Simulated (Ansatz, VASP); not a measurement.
## One calculation of Si, two programs

File INCAR:

```
SYSTEM = Si
PREC = Accurate
ENCUT = 520
EDIFF = 1E-8
ISMEAR = -1
SIGMA = 0.05
LREAL = Auto
LASPH = .True.
NELM = 100
ALGO = Normal
ISIF = 2
LWAVE = .False.
LCHARG = .False.
GGA = PE
LEFG = .True.
NBANDS = 66
```

Contents of KPOINTS:

```
Automatic mesh
0
Gamma
  6 4 4
  0 0 0
```

POSCAR

```
Si
1.0
   -4.5020000000      4.7370000000      2.5500000000
    6.7530000000     -7.1055000000      3.8250000000
    4.5020000000      4.7370000000     -2.5500000000
Si
24
Direct
    0.4035000000      0.0190000000      0.3750000000
    0.4035000000      0.0190000000      0.8750000000
    0.4035000000      0.3523333333      0.3750000000
    0.4035000000      0.3523333333      0.8750000000
    0.4035000000      0.6856666667      0.3750000000
    0.4035000000      0.6856666667      0.8750000000
    0.9035000000      0.0190000000      0.3750000000
    0.9035000000      0.0190000000      0.8750000000
    0.9035000000      0.3523333333      0.3750000000
    0.9035000000      0.3523333333      0.8750000000
    0.9035000000      0.6856666667      0.3750000000
    0.9035000000      0.6856666667      0.8750000000
    0.0965000000      0.3143333333      0.1250000000
    0.0965000000      0.3143333333      0.6250000000
    0.0965000000      0.6476666667      0.1250000000
    0.0965000000      0.6476666667      0.6250000000
    0.0965000000      0.9810000000      0.1250000000
    0.0965000000      0.9810000000      0.6250000000
    0.5965000000      0.3143333333      0.1250000000
    0.5965000000      0.3143333333      0.6250000000
    0.5965000000      0.6476666667      0.1250000000
    0.5965000000      0.6476666667      0.6250000000
    0.5965000000      0.9810000000      0.1250000000
    0.5965000000      0.9810000000      0.6250000000
```

Input for Ansatz:

```yaml
crystal:
  lattice:
    - [-4.502, 4.737, 2.55]
    - [6.753, -7.1055, 3.825]
    - [4.502, 4.737, -2.55]
  atoms:
    - { symbol: Si, position: [0.4035, 0.019, 0.375] }
    - { symbol: Si, position: [0.4035, 0.019, 0.875] }
    - { symbol: Si, position: [0.4035, 0.3523333333, 0.375] }
    - { symbol: Si, position: [0.4035, 0.3523333333, 0.875] }
    - { symbol: Si, position: [0.4035, 0.6856666667, 0.375] }
    - { symbol: Si, position: [0.4035, 0.6856666667, 0.875] }
    - { symbol: Si, position: [0.9035, 0.019, 0.375] }
    - { symbol: Si, position: [0.9035, 0.019, 0.875] }
    - { symbol: Si, position: [0.9035, 0.3523333333, 0.375] }
    - { symbol: Si, position: [0.9035, 0.3523333333, 0.875] }
    - { symbol: Si, position: [0.9035, 0.6856666667, 0.375] }
    - { symbol: Si, position: [0.9035, 0.6856666667, 0.875] }
    - { symbol: Si, position: [0.0965, 0.3143333333, 0.125] }
    - { symbol: Si, position: [0.0965, 0.3143333333, 0.625] }
    - { symbol: Si, position: [0.0965, 0.6476666667, 0.125] }
    - { symbol: Si, position: [0.0965, 0.6476666667, 0.625] }
    - { symbol: Si, position: [0.0965, 0.981, 0.125] }
    - { symbol: Si, position: [0.0965, 0.981, 0.625] }
    - { symbol: Si, position: [0.5965, 0.3143333333, 0.125] }
    - { symbol: Si, position: [0.5965, 0.3143333333, 0.625] }
    - { symbol: Si, position: [0.5965, 0.6476666667, 0.125] }
    - { symbol: Si, position: [0.5965, 0.6476666667, 0.625] }
    - { symbol: Si, position: [0.5965, 0.981, 0.125] }
    - { symbol: Si, position: [0.5965, 0.981, 0.625] }
kpoints:
  mp_grid: { grid: [6, 4, 4] }
scf:
  occupations: { method: fermi_dirac, width: 0.05 }
hamiltonian:
  xc: pbe
  pseudopotentials: { kind: paw }
output:
  forces: true
  efg: { contact_densities: true }
  core_levels: { shells: { Si: "2p" }, counted_from: fermi_level, add_spin: false }
```

Alike in both runs: task electric field gradients; functional PBE; k mesh 6 × 4 × 4; occupations fermi-dirac, width 0.05 eV; no spin polarisation.

|  | VASP | Ansatz |
| --- | --- | --- |
| version | VASP 6.6.1 | Ansatz 0.2.0 |
| potentials or method | VASP PAW PBE potentials, release 64 (Si) | plane-wave PAW, scalar-relativistic |
| plane-wave cutoff (eV) | 520 | 420 |
| valence electrons in the cell | 96 | 96 |

VASP gave:

| Property | Result |
| --- | --- |
| rms of the force components (eV/Å) | 0.005 |
| size of Vzz on the site where it differs most (V/Å²) | 27.2 |

Q: What did Ansatz give for the same quantities?

A: rms of the force components (eV/Å): 0.004; size of Vzz on the site where it differs most (V/Å²): 27.0.

Atom by atom the forces differ by 0.002 eV/Å (rms over components).
